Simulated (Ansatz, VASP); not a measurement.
**One calculation of As3Se2, two programs**

Contents of INCAR:

```
SYSTEM = As3Se2
  PREC = Accurate
  ENCUT = 600
  EDIFF = 1E-7
  ISMEAR = 0
  SIGMA = 0.1
  LREAL = .False.
  LASPH = .True.
  NELM = 100
  ALGO = Normal
  ISIF = 3
  LWAVE = .False.
  LCHARG = .False.
  GGA = PE
  IBRION = 2
  NSW = 100
  EDIFFG = -0.01
  LUSENCCL = .False.
```

Contents of KPOINTS:

```
regular mesh
0
Gamma
  6 6 6
  0 0 0
```

The input POSCAR:

```
As3Se2
1.0
    3.6371248769      2.0998950267      5.2232966263
   -3.6371248769      2.0998950267      5.2232966263
    0.0000000000     -4.1997900535      5.2232966263
As Se
6 4
Direct
    0.0678405393      0.4321594607      0.7500000000
    0.7500000000      0.0678405393      0.4321594607
    0.4321594607      0.7500000000      0.0678405393
    0.9321594607      0.5678405393      0.2500000000
    0.2500000000      0.9321594607      0.5678405393
    0.5678405393      0.2500000000      0.9321594607
    0.8632883361      0.8632883361      0.8632883361
    0.6367116639      0.6367116639      0.6367116639
    0.1367116639      0.1367116639      0.1367116639
    0.3632883361      0.3632883361      0.3632883361
```

Input for Ansatz:

```yaml
crystal:
  lattice:
    - [3.6371248769, 2.0998950267, 5.2232966263]
    - [-3.6371248769, 2.0998950267, 5.2232966263]
    - [0.0, -4.1997900535, 5.2232966263]
  atoms:
    - { symbol: As, position: [0.0678405393, 0.4321594607, 0.75] }
    - { symbol: As, position: [0.75, 0.0678405393, 0.4321594607] }
    - { symbol: As, position: [0.4321594607, 0.75, 0.0678405393] }
    - { symbol: As, position: [0.9321594607, 0.5678405393, 0.25] }
    - { symbol: As, position: [0.25, 0.9321594607, 0.5678405393] }
    - { symbol: As, position: [0.5678405393, 0.25, 0.9321594607] }
    - { symbol: Se, position: [0.8632883361, 0.8632883361, 0.8632883361] }
    - { symbol: Se, position: [0.6367116639, 0.6367116639, 0.6367116639] }
    - { symbol: Se, position: [0.1367116639, 0.1367116639, 0.1367116639] }
    - { symbol: Se, position: [0.3632883361, 0.3632883361, 0.3632883361] }
basis:
  ecutwfc: 420
kpoints:
  mp_grid: { grid: [6, 6, 6] }
hamiltonian:
  xc: pbe
scf:
  occupations: { method: gaussian, width: 0.1 }
output:
  forces: true
  stress: true
  eigenvalues: true
relax:
  adjacent_minimum: "off"
  f_tol: 0.01
  max_steps: 80
  cell: { stress_tol: 0.05 }
```

Alike in both runs: task relaxation of cell and atoms; functional PBE; k mesh 6 × 6 × 6; occupations gaussian, width 0.1 eV; no spin polarisation.

|  | VASP | Ansatz |
| --- | --- | --- |
| version | VASP 6.6.1 | Ansatz 0.2.0 |
| potentials or method | VASP PAW PBE potentials, release 64 (As, Se), cutoff 600 eV | scalar-relativistic, plane waves, PAW |
| valence electrons in the cell | 54 | 154 |

VASP gave:

* gap on the k mesh at the Fermi level, each at its own relaxed structure (eV): none
* relaxed volume (Å³/atom): 23.53
* relaxed length of the cell vector where the two differ most in proportion (Å): 6.531

What did Ansatz give for the same quantities?

gap on the k mesh at the Fermi level, each at its own relaxed structure (eV): none; relaxed volume (Å³/atom): 23.56; relaxed length of the cell vector where the two differ most in proportion (Å): 6.536.

A gap of «none» marks a metal or a gap that the smearing closes. VASP's potentials hold 54 valence electrons a cell and Ansatz's 154, so a difference there can come from the potentials and not from the codes.
